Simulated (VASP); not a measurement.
Input of a VASP 6.6.1 run:

The input INCAR:

```
SYSTEM = CsCaH3
PREC = Accurate
ENCUT = 520
EDIFF = 1E-6
ISMEAR = 0
SIGMA = 0.05
LREAL = .False.
LASPH = .True.
NELM = 100
ALGO = Normal
ISIF = 2
LWAVE = .False.
LCHARG = .True.
LELF = .True.
LVHAR = .True.
NBANDS = 19
```

File KPOINTS:

```
Automatic mesh
0
Gamma
  6 6 6
  0 0 0
```

The input POSCAR:

```
CsCaH3
1.0
    4.4825504200      0.0000000000      0.0000000000
    0.0000000000      4.6211860000      0.0000000000
    0.0000000000      0.0000000000      4.6211860000
Cs Ca H
1 1 3
Direct
    0.0000000000      0.0000000000      0.0000000000
    0.5000000000      0.5000000000      0.5000000000
    0.5000000000      0.0000000000      0.5000000000
    0.0000000000      0.5000000000      0.5000000000
    0.5000000000      0.5000000000      0.0000000000
```

Potentials or basis: VASP PAW LDA potentials, release 64 (Cs_sv, Ca_sv, H).

Command:

```bash
$ cat potpaw_LDA.64/Cs_sv/POTCAR potpaw_LDA.64/Ca_sv/POTCAR potpaw_LDA.64/H/POTCAR > POTCAR
$ mpirun -np 1 vasp_std > vasp.out
```

Question: Estimate the band gap on the k mesh.

Answer: 2.72 eV.

Question: Predict the pressure.

Answer: -1.7 GPa.

Stress tensor (GPa, compression positive):
```
-0.82  0.00  0.00
 0.00 -2.08  0.00
 0.00  0.00 -2.08
```

Caveat: the cell differs from its parent crystal (strain -0.0300 x Voigt [1, 0, 0, 0, 0, 0]); spin-orbit coupling is left out, which moves the levels of the heavy elements. A k mesh can miss the band edges.
